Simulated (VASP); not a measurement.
Input of a VASP 6.6.1 run:

File INCAR:

```
  ALGO = Normal
  EDIFF = 1E-7
  EDIFFG = -0.01
  ENCUT = 600
  GGA = PE
  IBRION = 2
  ISIF = 3
  ISMEAR = 0
  LASPH = True
  LCHARG = False
  LREAL = False
  LWAVE = False
  NELM = 100
  NSW = 100
  PREC = Accurate
  SIGMA = 0.1
```

Contents of KPOINTS:

```
k-points
0
Gamma
  12 12 4
```

The input POSCAR:

```
LaF5
1.0
    3.2934336690      0.0000000000      0.0000000000
    0.0000000000      3.2934336690      0.0000000000
    0.0000000000      0.0000000000     10.4306229155
La F
1 5
Direct
    0.0000000000      0.0000000000      0.5000000000
    0.5000000000      0.5000000000      0.6075823236
    0.5000000000      0.5000000000      0.3924176764
    0.5000000000      0.5000000000      0.8400512403
    0.5000000000      0.5000000000      0.1599487597
    0.5000000000      0.5000000000      0.0000000000
```

Potentials or basis: VASP PAW PBE potentials, release 64 (La, F).

Command:

```sh
$ cat potpaw_PBE.64/La/POTCAR potpaw_PBE.64/F/POTCAR > POTCAR
$ mpirun -np 1 vasp_std > vasp.out
```

**Question.** Estimate the band gap on the k mesh.

**Answer.** Zero (bands 23 and 24 overlap by 0.11 eV).

**Question.** Estimate the relaxed cell.

**Answer.** a = 3.285 Å, b = 3.285 Å, c = 10.404 Å, α = 90.00°, β = 90.00°, γ = 90.00°.

**Question.** What does it give for the space group after relaxing (to 0.1 Å)?

**Answer.** P4/mmm (No. 123).

**Question.** Estimate the relaxed volume.

**Answer.** 18.71 Å³/atom.

The path:
```tsv
step	energy change (eV)	largest force (eV/Å)	pressure (GPa)	volume (Å³)
1	0.0000	0.0250	-0.26	113.14
2	-0.0006	0.0315	-0.07	112.64
3	-0.0007	0.0404	0.05	112.34
4	-0.0008	0.0103	-0.02	112.25
5	-0.0008	0.0045	0.00	112.28
6	-0.0009	0.0060	0.00	112.26
```

Caveat: spin-orbit coupling is left out, which moves the levels of the heavy elements.
